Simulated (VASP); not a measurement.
Na:

```
Na
1.0
    -2.01113    2.01113    2.01113
     2.01113   -2.01113    2.01113
     2.01113    2.01113   -2.01113
Na
1
Direct
  0.00000 0.00000 0.00000
```

- Program: VASP 6.6.1
- Task: relaxation of cell and atoms
- Functional: PBE
- Potentials or basis: VASP PAW PBE potentials, release 64 (Na_pv)
- Cutoff: 600 eV
- k mesh: 13 × 13 × 13
- Occupations: fermi-dirac, width 0.08 eV
- Spin: no spin polarisation

At the start: pressure 1.2 GPa; volume 32.54 Å³/atom.

Problem. How do energy, volume and symmetry change on relaxing?

Solution. Over 4 steps the energy falls by 16.1 meV/atom and the volume is 37.16 Å³/atom (+14.2 %); space group Im-3m (No. 229, to 0.1 Å) before and after.

The path:
```
step  energy change (eV)  largest force (eV/Å)  pressure (GPa)  volume (Å³)
   1              0.0000                0.0000            1.23        32.54
   2             -0.0078                0.0000            0.87        33.73
   3             -0.0158                0.0000            0.18        36.39
   4             -0.0161                0.0000            0.01        37.16
```

Final structure:
```yaml
crystal:
  lattice:
    - [-2.10218, 2.10218, 2.10218]
    - [2.10218, -2.10218, 2.10218]
    - [2.10218, 2.10218, -2.10218]
  atoms:
    - { symbol: Na, position: [0.00000, 0.00000, 0.00000] }
```
